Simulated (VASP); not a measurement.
# Bi2H in VASP: notebook

The runs below take Bi2H through single point, with PBE+D3(BJ).

Everything below comes from runs of VASP 6.6.1. Logs are shortened: lines on timing, memory, paths and dates and some standing lists are left out, and cuts for length are marked.

## Step 1: The cell of the first run

The cell holds a slab with vacuum, 3 atoms: a = 4.279 Å, b = 4.279 Å, c = 17.247 Å, α = 90.00°, β = 90.00°, γ = 120.00°.

## Step 2: Single point, PBE+D3(BJ), collinear spin

File INCAR:

```
PREC = Accurate
ENCUT = 520
EDIFF = 1E-6
ISMEAR = 0
SIGMA = 0.05
LREAL = F
LASPH = T
NELM = 150
ALGO = Normal
ISIF = 2
LWAVE = F
LCHARG = T
ISPIN = 2
MAGMOM = 0 0 1
LORBIT = 11
LDIPOL = T
IDIPOL = 3
DIPOL = 0.5 0.5 0.319
GGA = PE
IVDW = 12
LELF = T
LVHAR = T
LVACPOTAV = T
NBANDS = 26
```

File KPOINTS:

```
Automatic mesh
0
Gamma
  6 6 1
```

File POSCAR:

```
Bi2H
1.0
    4.2790193530      0.0000000000      0.0000000000
   -2.1395096765      3.7057394630      0.0000000000
    0.0000000000      0.0000000000     17.2471505494
Bi H
2 1
Direct
    0.3333333333      0.6666666667      0.3332231914
    0.6666666667      0.3333333333      0.2319223682
    0.7777777778      0.7777777778      0.3917028657
```

Potentials or basis: VASP PAW PBE potentials, release 64 (Bi_d, H).

On the command line:

```console
cat potpaw_PBE.64/Bi_d/POTCAR potpaw_PBE.64/H/POTCAR > POTCAR
mpirun -np 1 vasp_std > vasp.out
```

OUTCAR:

```text
PREC = Accurate
   ENCUT = 520
   EDIFF = 1E-6
   ISMEAR = 0
   LREAL = F
   LASPH = T
   NELM = 150
   ISIF = 2
   ISPIN = 2
   LORBIT = 11
   GGA = PE
   IVDW = 12
 IVDW          = 12

 ion  position               nearest neighbor table
   1  0.333  0.667  0.333-   3 1.99   2 3.03   2 3.03   2 3.03
   2  0.667  0.333  0.232-   1 3.03   1 3.03   1 3.03
   3  0.778  0.778  0.392-   1 1.99

  LATTYP: Found a hexagonal cell.
 ALAT       =     4.2790193530
 C/A-ratio  =     4.0306315832

  Lattice vectors:

 A1 = (   4.2790193530,   0.0000000000,   0.0000000000)
 A2 = (  -2.1395096765,   3.7057394630,   0.0000000000)
 A3 = (   0.0000000000,   0.0000000000,  17.2471505494)

Analysis of symmetry for initial positions (statically):
=====================================================================
 Subroutine PRICEL returns:
 Original cell was already a primitive cell.

 Routine SETGRP: Setting up the symmetry group for a
 hexagonal supercell.

 Subroutine GETGRP returns: Found  1 space group operations
 (whereof  1 operations were pure point group operations)
 out of a pool of 24 trial point group operations.

The static configuration has the point symmetry C_1 .

Analysis of symmetry for dynamics (positions and initial velocities):
=====================================================================
 Subroutine PRICEL returns:
 Original cell was already a primitive cell.

 Routine SETGRP: Setting up the symmetry group for a
 hexagonal supercell.

 Subroutine GETGRP returns: Found  1 space group operations
 (whereof  1 operations were pure point group operations)
 out of a pool of 24 trial point group operations.

The dynamic configuration has the point symmetry C_1 .

Analysis of structural, dynamic, and magnetic symmetry:
=====================================================================
 Subroutine PRICEL returns:
 Original cell was already a primitive cell.

 Routine SETGRP: Setting up the symmetry group for a
 hexagonal supercell.

 Subroutine GETGRP returns: Found  1 space group operations
 (whereof  1 operations were pure point group operations)
 out of a pool of 24 trial point group operations.

The overall configuration has the point symmetry C_1 .

 Subroutine INISYM returns: Found  1 space group operations
 (whereof  1 operations are pure point group operations),
 and found     1 'primitive' translations

[... 116 lines left out ...]
   GGA     = PE    functional components
   LHFCALC =     F    Hartree Fock is set to
   AEXX    =    0.0000 exact exchange contribution
   IVDW    =    12    specifies the selected vdW correction
   LEPSILON=     F    determine dielectric tensor
   LRPA    =     F    only Hartree local field effects (RPA)
 spin polarized calculation
 Gauss-broadening in eV      SIGMA  =   0.05
  energy-cutoff  :      520.00
  volume of cell :      273.49
 maximum number of plane-waves:      7388
   NGX = 15   NGY = 15   NGZ = 65

 number of electron      31.0000002 magnetization       0.0969297

 dipolmoment           0.000000      0.000000      0.026043 electrons x Angstroem

 Free energy of the ion-electron system (eV)
  ---------------------------------------------------
  ext. energy  EPLUGINS =         0.00000000
  ---------------------------------------------------
  free energy    TOTEN  =        -9.48557129 eV

  energy without entropy =       -9.48222153  energy(sigma->0) =       -9.48389641

 E-fermi :  -1.6117     XC(G=0):  -3.3169

 val. band max:       -1.6245391514   @ k =  -0.3333   0.5000   0.0000
 cond. band min:      -1.5983092719   @ k =  -0.1667   0.5000   0.0000
 fundamental gap:      0.0262298795
 Fermi energy:        -1.6117374910

 spin component 1

 k-point     1 :       0.0000    0.0000    0.0000
  band No.  band energies     occupation
      1     -24.4735      1.00000
      2     -24.4345      1.00000
      3     -24.3224      1.00000
      4     -24.3133      1.00000
      5     -24.3011      1.00000
      6     -24.1387      1.00000
[... 569 lines left out ...]
     25       5.9047      0.00000
     26       6.3262      0.00000
 Fermi energy:        -1.6117374910

 spin component 2

 k-point     1 :       0.0000    0.0000    0.0000
  band No.  band energies     occupation
      1     -24.4677      1.00000
      2     -24.4304      1.00000
      3     -24.3184      1.00000
      4     -24.3094      1.00000
      5     -24.2972      1.00000
      6     -24.1328      1.00000
[... 569 lines left out ...]
     25       5.9339      0.00000
     26       6.3648      0.00000

------------------------ aborting loop because EDIFF is reached ----------------------------------------

 Edisp (eV)   -0.52041

 E8    (eV) :    -0.2623

  FORCE on cell =-STRESS in cart. coord.  units (eV):
  Direction    XX          YY          ZZ          XY          YZ          ZX
  --------------------------------------------------------------------------------------
  -------------------------------------------------------------------------------------
  Total      -0.12725    -0.31900     1.33417     0.27013     1.02874     0.77098
  in kB      -0.74546    -1.86880     7.81600     1.58253     6.02673     4.51666
  external pressure =        1.73 kB  Pullay stress =        0.00 kB

 VOLUME and BASIS-vectors are now :
 -----------------------------------------------------------------------------
  energy-cutoff  :      520.00
  volume of cell :      273.49
      direct lattice vectors                 reciprocal lattice vectors
     4.279019353  0.000000000  0.000000000     0.233698406  0.134925837  0.000000000
    -2.139509676  3.705739463  0.000000000     0.000000000  0.269851675  0.000000000
     0.000000000  0.000000000 17.247150549     0.000000000  0.000000000  0.057980592

 POSITION                                       TOTAL-FORCE (eV/Angst)
 -----------------------------------------------------------------------------------
     -0.00000      2.47049      5.74715         0.751529      0.526338      0.795084
      2.13951      1.23525      4.00000        -0.554776     -0.565891     -0.793609
      1.66406      2.88224      6.75576        -0.196753      0.039553     -0.001475
 -----------------------------------------------------------------------------------
    total drift:                                0.000028     -0.000000     -0.001127

  FREE ENERGIE OF THE ION-ELECTRON SYSTEM (eV)
  ---------------------------------------------------
  free  energy   TOTEN  =       -10.0059806819 eV

  energy  without entropy=      -10.0026309239  energy(sigma->0) =      -10.00430580

 vacuum level on the upper side and lower side of the slab         2.952         2.651

 total charge

# of ion       s       p       d       tot
------------------------------------------
    1        1.520   1.366   9.931  12.817
    2        1.525   1.380   9.905  12.810
    3        0.464   0.006   0.000   0.471
--------------------------------------------------
tot          3.509   2.752  19.836  26.097

 magnetization (x)

# of ion       s       p       d       tot
------------------------------------------
    1        0.004  -0.001   0.002   0.005
    2        0.000   0.030   0.000   0.030
    3        0.012  -0.000   0.000   0.012
--------------------------------------------------
tot          0.017   0.029   0.002   0.048
```

OSZICAR:

```text
N       E                     dE             d eps       ncg     rms          rms(c)
DAV:   1     0.254132044222E+03    0.25413E+03   -0.14492E+04  2440   0.970E+02
DAV:   2     0.119346134673E+02   -0.24220E+03   -0.23583E+03  2398   0.269E+02
[... 16 lines left out ...]
DAV:  19    -0.947915299725E+01   -0.70822E-02   -0.66602E-04  2182   0.125E-01    0.186E-02
DAV:  20    -0.948416162787E+01   -0.50086E-02   -0.24728E-04  2362   0.586E-02    0.133E-02
DAV:  21    -0.948516777069E+01   -0.10061E-02   -0.43073E-05  2360   0.298E-02    0.678E-03
DAV:  22    -0.948554243746E+01   -0.37467E-03   -0.20268E-05  1904   0.169E-02    0.274E-03
DAV:  23    -0.948557212885E+01   -0.29691E-04   -0.43716E-06  2042   0.834E-03    0.249E-03
DAV:  24    -0.948557129144E+01    0.83741E-06   -0.12135E-06  2000   0.507E-03
   1 F= -.10005981E+02 E0= -.10004306E+02  d E =-.334976E-02  mag=     0.0956
```

It took 5.6 min on 1 thread of Oxide Virtual Turin-like, shared host; peak memory 0.53 GiB.

Results:

| Item | Value |
| --- | --- |
| Free energy | -10.0060 eV |
| Largest force | 1.214 eV/Å |
| Net moment | 0.10 μB per cell |
| Site moments | Bi +0.01, +0.03; H +0.01 μB |
| Valence electrons inside the program's atomic spheres | Bi 12.82, 12.81; H 0.47 |
| Dispersion energy per atom | -0.173 eV |

Forces in eV/Å, atoms in the order of the input:
```
Bi   0.752  0.526  0.795
Bi  -0.555 -0.566 -0.794
H   -0.197  0.040 -0.001
```

Caveat: spin-orbit coupling is left out, which moves the levels of the heavy elements.

## Step 3: Single point, PBE+D3(BJ), collinear spin

INCAR, as its differences from that of step 2:

```diff
@@ -17,3 +17,3 @@
 IDIPOL = 3
-DIPOL = 0.5 0.5 0.319
+DIPOL = 0.5 0.5 0.288
 GGA = PE
```

KPOINTS is that of step 2.

POSCAR, as its differences from that of step 2:

```diff
@@ -10,2 +10,2 @@
     0.6666666667      0.3333333333      0.2319223682
-    0.7777777778      0.7777777778      0.3917028657
+    1.0000000000      0.8888888889      0.2978869846
```

Potentials or basis: VASP PAW PBE potentials, release 64 (Bi_d, H).

On the command line:

```console
cat potpaw_PBE.64/Bi_d/POTCAR potpaw_PBE.64/H/POTCAR > POTCAR
mpirun -np 1 vasp_std > vasp.out
```

Wall time 6.2 min (1 thread of Oxide Virtual Turin-like, shared host); peak memory 0.54 GiB.

Results (log left out):

```
Free energy                                           : -9.9298 eV
Largest force                                         : 0.373 eV/Å
Net moment                                            : 0.00 μB per cell
Valence electrons inside the program's atomic spheres : Bi 12.81, 12.80; H 0.46
Dispersion energy per atom                            : -0.180 eV
```

Forces in eV/Å, atoms in the order of the input:
```
Bi  -0.012  0.018  0.340
Bi   0.139 -0.094 -0.334
H   -0.127  0.076 -0.006
```

Levels at points of the mesh, in eV from the Fermi level:
Spin up:
```tsv
k point	band 13	band 14	band 15	band 16	band 17	band 18
(0.00, 0.00, 0.00)	-2.81	-1.18	-0.81	-0.59	-0.11	1.56
(0.50, 0.00, 0.00)	-5.66	-2.81	-2.57	-0.52	1.19	2.25
(0.00, 0.50, 0.00)	-5.32	-2.69	-2.59	-1.19	1.19	2.24
(0.50, 0.50, 0.00)	-5.77	-2.84	-2.44	-0.76	1.21	2.37
```
Spin down:
| k point | band 12 | band 13 | band 14 | band 15 | band 16 | band 17 | band 18 | band 19 |
| --- | --- | --- | --- | --- | --- | --- | --- | --- |
| (0.00, 0.00, 0.00) | -9.37 | -2.81 | -1.18 | -0.81 | -0.59 | -0.11 | 1.56 | 2.09 |
| (0.50, 0.00, 0.00) | -10.70 | -5.66 | -2.81 | -2.57 | -0.52 | 1.19 | 2.25 | 2.64 |
| (0.00, 0.50, 0.00) | -10.58 | -5.32 | -2.69 | -2.59 | -1.19 | 1.19 | 2.24 | 2.62 |
| (0.50, 0.50, 0.00) | -10.52 | -5.77 | -2.84 | -2.44 | -0.76 | 1.21 | 2.37 | 2.70 |

Caveat: spin-orbit coupling is left out, which moves the levels of the heavy elements.

## Step 4: Single point, PBE+D3(BJ), collinear spin

File INCAR:

```
  PREC = Accurate
  ENCUT = 520
  EDIFF = 1E-6
  ISMEAR = 0
  SIGMA = 0.05
  LREAL = F
  LASPH = T
  NELM = 150
  ALGO = Fast
  ISIF = 2
  LWAVE = F
  LCHARG = T
  ISPIN = 2
  MAGMOM = 0 0 1
  LORBIT = 11
  LDIPOL = T
  IDIPOL = 3
  DIPOL = 0.5 0.5 0.327
  GGA = PE
  IVDW = 12
  LELF = T
  LVHAR = T
  LVACPOTAV = T
  NBANDS = 26
```

KPOINTS is that of step 3.

POSCAR, as its differences from that of step 3:

```diff
@@ -10,2 +10,2 @@
     0.6666666667      0.3333333333      0.2319223682
-    1.0000000000      0.8888888889      0.2978869846
+    0.5555555556      1.5555555556      0.4161887356
```

On the command line:

```console
cat potpaw_PBE.64/Bi_d/POTCAR potpaw_PBE.64/H/POTCAR > POTCAR
mpirun -np 1 vasp_std > vasp.out
```

Wall time 9 min (1 thread of Oxide Virtual Turin-like, shared host); peak memory 0.54 GiB.

It converged, with:

- Free energy: -9.9627 eV
- Largest force: 0.670 eV/Å
- Net moment: 0.00 μB per cell
- Valence electrons inside the program's atomic spheres: Bi 12.85, 12.80; H 0.49
- Dispersion energy per atom: -0.170 eV

Forces in eV/Å, atoms in the order of the input:
```
Bi   0.359  0.001  0.566
Bi  -0.331 -0.097 -0.575
H   -0.029  0.096  0.009
```

Levels at points of the mesh, in eV from the Fermi level:
Spin up:
| k point | band 11 | band 12 | band 13 | band 14 | band 15 | band 16 | band 17 | band 18 | band 19 | band 20 |
| --- | --- | --- | --- | --- | --- | --- | --- | --- | --- | --- |
| (0.00, 0.00, 0.00) | -12.88 | -9.15 | -3.12 | -0.52 | -0.22 | 0.03 | 1.89 | 2.31 | 3.42 | 3.60 |
| (0.50, 0.00, 0.00) | -11.38 | -10.01 | -4.56 | -2.24 | -1.93 | -0.51 | 1.17 | 2.64 | 4.11 | 5.16 |
| (0.00, 0.50, 0.00) | -11.38 | -10.04 | -4.35 | -2.52 | -1.87 | -0.45 | 1.31 | 2.54 | 4.21 | 4.70 |
| (0.50, 0.50, 0.00) | -11.29 | -10.14 | -3.94 | -3.44 | -1.72 | 0.08 | 1.69 | 2.39 | 2.95 | 5.53 |
Spin down:
```tsv
k point	band 13	band 14	band 15	band 16	band 17	band 18
(0.00, 0.00, 0.00)	-3.12	-0.52	-0.22	0.03	1.89	2.31
(0.50, 0.00, 0.00)	-4.56	-2.24	-1.93	-0.51	1.17	2.64
(0.00, 0.50, 0.00)	-4.35	-2.52	-1.87	-0.45	1.31	2.54
(0.50, 0.50, 0.00)	-3.94	-3.44	-1.72	0.08	1.69	2.39
```

Caveat: spin-orbit coupling is left out, which moves the levels of the heavy elements.

## Step 5: Overview

| cell | gap on the mesh (eV) | moment (μB) | largest force (eV/Å) |
| --- | --- | --- | --- |
| as given, atomic positions A | none | 0.10 | 1.21 |
| as given, atomic positions B | none | 0.00 | 0.37 |
| as given, atomic positions C | none | 0.00 | 0.67 |

Alike in all rows: task single point; level PBE+D3(BJ); potentials or basis VASP PAW PBE potentials, release 64 (Bi_d, H); spin collinear; k mesh 6 × 6 × 1; cutoff (eV) 520; smearing gaussian 0.05 eV.

Caveats: spin-orbit coupling is left out, which moves the levels of the heavy elements.

Absolute energies hang on the potentials; compare differences alone.

The gap in the log of VASP goes by the Fermi energy; the results here count the filled bands.